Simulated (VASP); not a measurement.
# NaF (hb.bB) (Fm-3m) in VASP: single point with PBE

Aim: the single point of NaF (hb.bB) with PBE.

All numbers are computed with VASP 6.6.1; they aren't measurements. Logs are shortened: lines on timing, memory, paths and dates and some standing lists are left out, and cuts for length are marked.

### 1 The cell of the first run

Symmetry: Fm-3m, No. 225, cubic system. Conventional cell: a = 4.701 Å, b = 4.701 Å, c = 4.701 Å, α = 90.00°, β = 90.00°, γ = 90.00°. Within 3.1 Å of Na (site symmetry m-3m) lie 6 F at 2.35 Å. F (site symmetry m-3m) has 6 Na at 2.35 Å within 3.1 Å.

### 2 Single point, PBE

INCAR

```
SYSTEM = NaF
PREC     = Accurate       ! precision mode
ENCUT    = 600            ! plane-wave cutoff, eV
EDIFF    = 1E-6           ! SCF threshold, eV
ISMEAR   = 0              ! smearing method
SIGMA    = 0.02           ! smearing width, eV
LREAL    = .FALSE.        ! projectors in reciprocal space
LASPH    = .TRUE.         ! aspherical terms in the spheres
NELM     = 120            ! most SCF steps
ALGO     = Normal         ! electronic algorithm
ISIF     = 2              ! what is computed and relaxed
LWAVE    = .FALSE.        ! write WAVECAR
LCHARG   = .TRUE.         ! write CHGCAR
GGA      = PE             ! functional
LELF     = .TRUE.         ! ELF
LVHAR    = .TRUE.       
NBANDS   = 14             ! bands
GGA_COMPAT= .FALSE.
```

KPOINTS

```
Automatic mesh
0
G
  8 8 8
  0 0 0
```

POSCAR

```
NaF
1.0
    0.0000000000      2.3505459842      2.3505459842
    2.3505459842      0.0000000000      2.3505459842
    2.3505459842      2.3505459842      0.0000000000
Na F
1 1
Direct
    0.0000000000      0.0000000000      0.0000000000
    0.5000000000      0.5000000000      0.5000000000
```

Potentials or basis: VASP PAW PBE potentials, release 64 (Na_pv, F).

The run is started by

```sh
> cat potpaw_PBE.64/Na_pv/POTCAR potpaw_PBE.64/F/POTCAR > POTCAR
> mpirun -np 1 vasp_std > vasp.out
```

OUTCAR:

```text
SYSTEM = NaF
   PREC = Accurate
   ENCUT = 600
   EDIFF = 1E-6
   ISMEAR = 0
   LREAL = .FALSE.
   LASPH = .TRUE.
   NELM = 120
   ISIF = 2
   GGA = PE

 ion  position               nearest neighbor table
   1  0.000  0.000  0.000-
   2  0.500  0.500  0.500-

  LATTYP: Found a face centered cubic cell.
 ALAT       =     4.7010919684

  Lattice vectors:

 A1 = (   0.0000000000,   2.3505459842,   2.3505459842)
 A2 = (   2.3505459842,   0.0000000000,   2.3505459842)
 A3 = (   2.3505459842,   2.3505459842,   0.0000000000)

Analysis of symmetry for initial positions (statically):
=====================================================================
 Subroutine PRICEL returns:
 Original cell was already a primitive cell.

 Routine SETGRP: Setting up the symmetry group for a
 face centered cubic supercell.

 Subroutine GETGRP returns: Found 48 space group operations
 (whereof 48 operations were pure point group operations)
 out of a pool of 48 trial point group operations.

The static configuration has the point symmetry O_h .

Analysis of symmetry for dynamics (positions and initial velocities):
=====================================================================
 Subroutine PRICEL returns:
 Original cell was already a primitive cell.

 Routine SETGRP: Setting up the symmetry group for a
 face centered cubic supercell.

 Subroutine GETGRP returns: Found 48 space group operations
 (whereof 48 operations were pure point group operations)
 out of a pool of 48 trial point group operations.

The dynamic configuration has the point symmetry O_h .

 Subroutine INISYM returns: Found 48 space group operations
 (whereof 48 operations are pure point group operations),
 and found     1 'primitive' translations

----------------------------------------------------------------------------------------

                                     Primitive cell

  volume of cell :      25.9738

  direct lattice vectors                    reciprocal lattice vectors
     0.000000000  2.350545984  2.350545984    -0.212716536  0.212716536  0.212716536
     2.350545984  0.000000000  2.350545984     0.212716536 -0.212716536  0.212716536
     2.350545984  2.350545984  0.000000000     0.212716536  0.212716536 -0.212716536

  length of vectors
     3.324174010  3.324174010  3.324174010     0.368435848  0.368435848  0.368435848

  position of ions in fractional coordinates (direct lattice)
     0.000000000  0.000000000  0.000000000
     0.500000000  0.500000000  0.500000000

  ion indices of the primitive-cell ions
   primitive index   ion index
                 1           1
                 2           2

----------------------------------------------------------------------------------------

 KPOINTS: Automatic mesh

Automatic generation of k-mesh.
 Grid dimensions read from file:
 generate k-points for:    8    8    8

 Generating k-lattice:

  Cartesian coordinates                     Fractional coordinates (reciprocal lattice)
    -0.026589567  0.026589567  0.026589567     0.125000000  0.000000000  0.000000000
     0.026589567 -0.026589567  0.026589567     0.000000000  0.125000000  0.000000000
     0.026589567  0.026589567 -0.026589567     0.000000000  0.000000000  0.125000000

  Length of vectors
     0.046054481  0.046054481  0.046054481

  Shift w.r.t. Gamma in fractional coordinates (k-lattice)
     0.000000000  0.000000000  0.000000000

 Subroutine IBZKPT returns following result:
 ===========================================

 Found     29 irreducible k-points:

 Following reciprocal coordinates:
            Coordinates               Weight
  0.000000  0.000000  0.000000      1.000000
  0.125000  0.000000  0.000000      8.000000
  0.250000  0.000000  0.000000      8.000000
  0.375000  0.000000  0.000000      8.000000
  0.500000  0.000000  0.000000      4.000000
  0.125000  0.125000  0.000000      6.000000
[... 16 lines left out ...]
  0.500000  0.250000  0.125000     48.000000
 -0.375000  0.250000  0.125000     24.000000
 [... further k-points ...]
   k-points           NKPTS =     29   k-points in BZ     NKDIM =     29   number of bands    NBANDS=     14
   number of dos      NEDOS =    301   number of ions     NIONS =      2
   total plane-waves  NPLWV =  21952
   dimension x,y,z NGX =    28 NGY =   28 NGZ =   28
   dimension x,y,z NGXF=    56 NGYF=   56 NGZF=   56
   ions per type =               1   1
   NGX,Y,Z   is equivalent  to a cutoff of  14.00, 14.00, 14.00 a.u.
   NGXF,Y,Z  is equivalent  to a cutoff of  28.01, 28.01, 28.01 a.u.
 SYSTEM =  NaF
   PREC   = accura    normal or accurate (medium, high low for compatibility)
   ISTART =      0    job   : 0-new  1-cont  2-samecut
   ICHARG =      2    charge: 1-file 2-atom 10-const
   ISPIN  =      1    spin polarized calculation?
   LNONCOLLINEAR =      F non collinear calculations
   LSORBIT =      F    spin-orbit coupling
   LASPH  =      T    aspherical Exc in radial PAW
   ENCUT  =  600.0 eV  44.10 Ry    6.64 a.u.   6.64  6.64  6.64*2*pi/ulx,y,z
   NELM   =    120;   NELMIN=  2; NELMDL= -5     # of ELM steps
   EDIFF  = 0.1E-05   stopping-criterion for ELM
   LREAL  =      F    real-space projection
   EDIFFG = 0.1E-04   stopping-criterion for IOM
   NSW    =      0    number of steps for IOM
   IBRION =     -1    ionic relax: 0-MD 1-quasi-New 2-CG
   NFREE  =      0    steps in history (QN), initial steepest desc. (CG)
   ISIF   =      2    stress and relaxation
   ISYM   =      2    0-nonsym 1-usesym 2-fastsym
   POTIM  = 0.5000    time-step for ionic-motion
   TEBEG  =    0.0;   TEEND  =   0.0 temperature during run
   PSTRESS=    0.0 pullay stress
   NELECT =      14.0000    total number of electrons
   NUPDOWN=      -1.0000    fix difference up-down
   EMIN   =  10.00;   EMAX   =-10.00  energy-range for DOS
   EFERMI =   0.00;   METHOD = LEGACY
   ISMEAR =     0;   SIGMA  =   0.02  broadening in eV -4-tet -1-fermi 0-gaus
   EFERMI_NEDOS =   21; number of points for ismear=-14 and -15
   IALGO  =     38    algorithm
   IMIX   =      4    mixing-type and parameters
     AMIX     =   0.40;   BMIX     =  1.00
     AMIX_MAG =   1.60;   BMIX_MAG =  1.00
  volume/ion in A,a.u.               =      12.99        87.64
  Fermi-wavevector in a.u.,A,eV,Ry     =   1.332310  2.517702 24.151036  1.775051
  Thomas-Fermi vector in A             =   2.461255
   LORBIT       =      0    0 simple, 1 ext, 2 COOP (PROOUT), +10 PAW based schemes
   GGA     = PE    functional components
   LHFCALC =     F    Hartree Fock is set to
   AEXX    =    0.0000 exact exchange contribution
   IVDW    =     0    specifies the selected vdW correction
   LEPSILON=     F    determine dielectric tensor
   LRPA    =     F    only Hartree local field effects (RPA)
 non-spin polarized calculation
 Gauss-broadening in eV      SIGMA  =   0.02
  energy-cutoff  :      600.00
  volume of cell :       25.97
 maximum number of plane-waves:       893
   NGX = 13   NGY = 13   NGZ = 13

 number of electron      14.0000002 magnetization

 Free energy of the ion-electron system (eV)
  ---------------------------------------------------
  ext. energy  EPLUGINS =         0.00000000
  ---------------------------------------------------
  free energy    TOTEN  =        -8.57122351 eV

  energy without entropy =       -8.57122351  energy(sigma->0) =       -8.57122351

 E-fermi :  -2.0947     XC(G=0):  -8.9510

 val. band max:       -2.2681710078   @ k =   0.0000   0.0000   0.0000
 cond. band min:       3.8062965227   @ k =   0.0000   0.0000   0.0000
 fundamental gap:      6.0744675304
 Fermi energy:        -2.0946913669

 k-point     1 :       0.0000    0.0000    0.0000
  band No.  band energies     occupation
      1     -21.3720      2.00000
      2     -21.3441      2.00000
      3     -21.3441      2.00000
      4     -21.3441      2.00000
      5      -2.2682      2.00000
      6      -2.2682      2.00000
      7      -2.2682      2.00000
      8       3.8063      0.00000
      9      16.4011      0.00000
     10      16.4011      0.00000
     11      16.4011      0.00000
     12      19.1794      0.00000
     13      21.3052      0.00000
     14      21.3052      0.00000

 k-point     2 :       0.1250    0.0000    0.0000
  band No.  band energies     occupation
      1     -21.6334      2.00000
      2     -21.3457      2.00000
      3     -21.3457      2.00000
      4     -21.0647      2.00000
      5      -2.5473      2.00000
      6      -2.3030      2.00000
      7      -2.3030      2.00000
      8       4.3362      0.00000
      9      14.6899      0.00000
     10      16.6205      0.00000
     11      16.6205      0.00000
     12      20.6912      0.00000
     13      20.6912      0.00000
     14      20.9649      0.00000

 k-point     3 :       0.2500    0.0000    0.0000
  band No.  band energies     occupation
      1     -21.8536      2.00000
      2     -21.3495      2.00000
      3     -21.3495      2.00000
      4     -20.8007      2.00000
      5      -3.1139      2.00000
      6      -2.3861      2.00000
      7      -2.3861      2.00000
      8       5.6238      0.00000
      9      12.6025      0.00000
     10      17.0900      0.00000
     11      17.0901      0.00000
     12      20.0161      0.00000
     13      20.0162      0.00000
     14      21.4358      0.00000

 k-point     4 :       0.3750    0.0000    0.0000
  band No.  band energies     occupation
      1     -21.9946      2.00000
      2     -21.3534      2.00000
      3     -21.3534      2.00000
      4     -20.6151      2.00000
      5      -3.5870      2.00000
      6      -2.4676      2.00000
      7      -2.4676      2.00000
      8       7.1786      0.00000
      9      10.8902      0.00000
     10      17.3543      0.00000
     11      17.3543      0.00000
     12      19.9760      0.00000
     13      19.9760      0.00000
     14      20.9984      0.00000

 k-point     5 :       0.5000    0.0000    0.0000
  band No.  band energies     occupation
      1     -22.0429      2.00000
      2     -21.3550      2.00000
      3     -21.3550      2.00000
      4     -20.5481      2.00000
      5      -3.7646      2.00000
      6      -2.5010      2.00000
      7      -2.5010      2.00000
      8       8.2517      0.00000
      9       9.8357      0.00000
     10      17.3772      0.00000
     11      17.3772      0.00000
[... 276 lines left out ...]
 k-point    22 :       0.3750    0.2500    0.1250
  band No.  band energies     occupation
      1     -21.8414      2.00000
      2     -21.3754      2.00000
      3     -21.3566      2.00000
      4     -20.7772      2.00000
      5      -3.2412      2.00000
      6      -2.5698      2.00000
      7      -2.4645      2.00000
      8       6.6207      0.00000
      9      12.0796      0.00000
     10      15.5719      0.00000
     11      17.2031      0.00000
     12      17.7564      0.00000
     13      21.5184      0.00000
     14      24.1912      0.00000

 k-point    23 :       0.5000    0.2500    0.1250
  band No.  band energies     occupation
      1     -21.8839      2.00000
      2     -21.3882      2.00000
      3     -21.3648      2.00000
      4     -20.6999      2.00000
      5      -3.4333      2.00000
      6      -2.7382      2.00000
      7      -2.5448      2.00000
      8       8.0787      0.00000
      9      11.0482      0.00000
     10      14.6801      0.00000
     11      16.5126      0.00000
     12      18.8493      0.00000
     13      20.8343      0.00000
     14      24.7600      0.00000

 k-point    24 :      -0.3750    0.2500    0.1250
  band No.  band energies     occupation
      1     -21.8995      2.00000
      2     -21.3909      2.00000
      3     -21.3708      2.00000
      4     -20.6700      2.00000
      5      -3.5014      2.00000
      6      -2.8098      2.00000
      7      -2.5810      2.00000
      8       9.2378      0.00000
      9      10.1042      0.00000
     10      14.4055      0.00000
     11      16.2072      0.00000
     12      19.4075      0.00000
     13      20.4299      0.00000
     14      25.0429      0.00000

 [... further k-points ...]
[... 5 lines left out ...]
  --------------------------------------------------------------------------------------
  -------------------------------------------------------------------------------------
  Total       -0.0411490     -0.0411490     -0.0411490      0.0000000      0.0000000     -0.0000000
  in kB       -2.5382474     -2.5382474     -2.5382474      0.0000000      0.0000000     -0.0000000
  external PRESSURE =      -2.5382474 kB  Pullay stress =       0.0000000 kB

 VOLUME and BASIS-vectors are now :
 -----------------------------------------------------------------------------
  energy-cutoff  :      600.00
  volume of cell :       25.97
      direct lattice vectors                 reciprocal lattice vectors
     0.000000000  2.350545984  2.350545984    -0.212716536  0.212716536  0.212716536
     2.350545984  0.000000000  2.350545984     0.212716536 -0.212716536  0.212716536
     2.350545984  2.350545984  0.000000000     0.212716536  0.212716536 -0.212716536

 POSITION                                       TOTAL-FORCE (eV/Angst)
 -----------------------------------------------------------------------------------
      0.00000      0.00000      0.00000         0.000000      0.000000      0.000000
      2.35055      2.35055      2.35055        -0.000000     -0.000000     -0.000000
 -----------------------------------------------------------------------------------
    total drift:                                0.000000      0.000000      0.000000

  FREE ENERGIE OF THE ION-ELECTRON SYSTEM (eV)
  ---------------------------------------------------
  free  energy   TOTEN  =        -8.5712235131 eV

  energy  without entropy=       -8.5712235131  energy(sigma->0) =       -8.57122351
```

Run time: 7.5 s. Hardware: 1 thread of Intel Xeon Platinum 8559C (Emerald Rapids), shared host; peak memory 0.15 GiB.

What came out:

```
Free energy            : -8.5712 eV
Pressure               : -0.3 GPa
Band gap on the k mesh : 6.07 eV, direct
```

A hybrid or GW would open this gap; PBE tends to underestimate it.
